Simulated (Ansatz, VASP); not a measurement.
## CdS: VASP beside Ansatz

The input INCAR:

```
PREC = Accurate ; ENCUT = 520
EDIFF = 1E-6 ; ISMEAR = -1
SIGMA = 0.05 ; LREAL = F
LASPH = T ; NELM = 100
ALGO = Normal ; ISIF = 2
LWAVE = F ; LCHARG = T
GGA = CA ; LELF = T
LVHAR = T ; NBANDS = 16
```

KPOINTS

```
Automatic mesh
0
Gamma
  7 7 5
```

POSCAR

```
CdS
1.0
    4.1741825350      0.0000000000      0.0000000000
   -2.0870912675      3.6149481154      0.0000000000
    0.0000000000      0.0000000000      5.6856871846
Cd S
1 1
Direct
    0.0000000000      0.0000000000      0.4426919200
    0.6666666667      0.3333333333      0.4343080800
```

input.yaml

```yaml
crystal:
  lattice:
    - [4.174182535, 0.0, 0.0]
    - [-2.0870912675, 3.6149481154, 0.0]
    - [0.0, 0.0, 5.6856871846]
  atoms:
    - { symbol: Cd, position: [0.0, 0.0, 0.44269192] }
    - { symbol: S, position: [0.6666666667, 0.3333333333, 0.43430808] }
kpoints:
  mp_grid: { grid: [7, 7, 5] }
scf:
  occupations: { method: fermi_dirac, width: 0.05 }
hamiltonian:
  xc: lda
  pseudopotentials: { kind: all_electron, lapw: { basis_error: 0.001 } }
output:
  forces: true
  stress: true
  eigenvalues: true
```

Change from the starting cell: volume scaled by 0.94.

Alike in both runs: task single point; functional LDA; k mesh 7 × 7 × 5; occupations fermi-dirac, width 0.05 eV; no spin polarisation.

```csv
,VASP,Ansatz
version,VASP 6.6.1,Ansatz 0.2.0
potentials or method,"VASP PAW LDA potentials, release 64 (Cd, S), cutoff 520 eV","all-electron LAPW, scalar-relativistic"
```

VASP gave:

| Property | Result |
| --- | --- |
| gap on the k mesh at the Fermi level (eV) | 1.39 |
| least direct gap on the mesh (eV) | 1.40 |
| pressure (GPa) | -0.5 |
| traceless stress, the component that is largest in VASP (GPa) | 0.42 |
| rms of the force components (eV/Å) | 0.004 |

**Question.** Which values does Ansatz return?

**Answer.** gap on the k mesh at the Fermi level (eV): 1.36; least direct gap on the mesh (eV): 1.37; pressure (GPa): -0.8; traceless stress, the component that is largest in VASP (GPa): 0.71; rms of the force components (eV/Å): 0.007.

LDA's correlation is that of Perdew and Zunger in VASP and of Perdew and Wang (1992) in Ansatz. Atom by atom the forces differ by 0.002 eV/Å (rms over components). Ansatz ran all-electron here, and VASP with PAW potentials.
